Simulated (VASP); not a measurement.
**Sc: relaxation of cell and atoms with PBEsol**

The system is Sc.

```
Sc
1.0
     1.84000    1.84000    1.84000
    -1.84000    1.84000    1.84000
    -1.84000   -1.84000    1.84000
Sc
1
Direct
  0.00000 0.00000 0.00000
```

| Property | Result |
| --- | --- |
| Program | VASP 6.6.1 |
| Task | relaxation of cell and atoms |
| Functional | PBEsol |
| Potentials or basis | VASP PAW PBE potentials, release 64 (Sc_sv) |
| Cutoff | 600 eV |
| k mesh | 7 × 7 × 7 |
| Occupations | gaussian, width 0.05 eV |
| Spin | no spin polarisation |
| Dipole correction | no |
| Further INCAR settings | ALGO = Normal; EDIFF = 1e-06; IBRION = 2; EDIFFG = -0.02; NSW = 80; ISIF = 3 |

* Relaxed volume: 23.81 Å³/atom
* Relaxed cell: a = 3.139 Å, b = 3.139 Å, c = 3.139 Å, α = 70.53°, β = 109.47°, γ = 70.53°
* Space group after relaxing (to 0.05 Å): Im-3m (No. 229)
* Energy gained by relaxing: 8.4 meV/atom
* Ionic steps: 3
* Pressure after relaxing: 0.0 GPa

The path:
```
step  energy change (eV)  largest force (eV/Å)  pressure (GPa)  volume (Å³)
   1              0.0000                0.0000           -2.36        24.92
   2             -0.0081                0.0000            0.47        23.62
   3             -0.0084                0.0000            0.01        23.81
```

Final structure:
```
Sc
1.0
     1.81241    1.81241    1.81241
    -1.81241    1.81241    1.81241
    -1.81241   -1.81241    1.81241
Sc
1
Direct
  0.00000 0.00000 0.00000
```

Levels at points of the mesh, in eV from the Fermi level:
```
           k point  band 2  band 3  band 4  band 5  band 6  band 7  band 8  band 9
(0.00, 0.00, 0.00)  -27.75  -27.75  -27.75   -5.32    1.49    1.49    1.49    2.99
```

Run time: 26 s on 1 thread of AMD EPYC 7R43 64-Core Processor (Zen 3), with other jobs on the host, peak memory 0.13 GiB.

Caveat: the PAW data sets were made with another functional, which shifts forces and pressure a little.
